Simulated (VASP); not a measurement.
TiTe2: single point with PBE+U

The system is TiTe2.

```
Te Ti
1.0
     3.81711    0.00000    0.00000
    -1.90856    3.30572    0.00000
     0.00000    0.00000    6.80040
Te Ti
2 1
Direct
  0.33333 0.66667 0.74898
  0.66667 0.33333 0.25102
  0.00000 0.00000 0.00000
```

- Program: VASP 6.6.1
- Task: single point
- Functional: PBE
- Potentials or basis: VASP PAW PBE potentials, release 64 (Te, Ti_sv)
- Cutoff: 520 eV
- k mesh: 8 × 8 × 4
- Occupations: fermi-dirac, width 0.05 eV
- Spin: no spin polarisation
- Hubbard terms: Ti d U = 1.0 eV

```
Pressure               : -0.1 GPa
Largest force          : 0.032 eV/Å
Band gap on the k mesh : zero (band 12 reaches 6.50 eV, above the bottom of band 13 at 5.93 eV)
```

Forces on the atoms (eV/Å):
```
Te   0.000  0.000 -0.032
Te   0.000  0.000  0.032
Ti   0.000  0.000  0.000
```

Stress tensor (GPa, compression positive):
```
-0.18  0.00  0.00
 0.00 -0.18  0.00
 0.00  0.00  0.04
```

Levels at points of the mesh, in eV from the Fermi level:
| k point | band 10 | band 11 | band 12 | band 13 | band 14 | band 15 |
| --- | --- | --- | --- | --- | --- | --- |
| (0.00, 0.00, 0.00) | 0.13 | 0.40 | 0.40 | 0.44 | 0.93 | 0.93 |
| (0.50, 0.00, 0.00) | -2.32 | -1.82 | -1.06 | 0.05 | 1.13 | 1.46 |
| (0.00, 0.00, 0.50) | -1.67 | 0.39 | 0.39 | 0.75 | 0.75 | 0.97 |
| (0.50, 0.00, 0.50) | -1.97 | -1.21 | -0.76 | -0.17 | 1.13 | 1.44 |

Eigenvalues of the final occupation matrices:
```csv
site,spin,trace,eigenvalues
site 3 d,1,0.91,0.10 0.12 0.12 0.29 0.29
site 3 d,2,0.91,0.10 0.12 0.12 0.29 0.29
```

Wall time 30 s on 1 thread of Intel(R) Xeon(R) 6975P-C (Granite Rapids), with other jobs on the host, peak memory 0.22 GiB.

Caveat: spin-orbit coupling is left out, which moves the levels of the heavy elements; this functional lacks dispersion, which binds the layers, so the pressure and a relaxed spacing across them are unreliable; U without spin polarisation on a metal has little footing; the U is typed as a test and isn't derived for this compound.
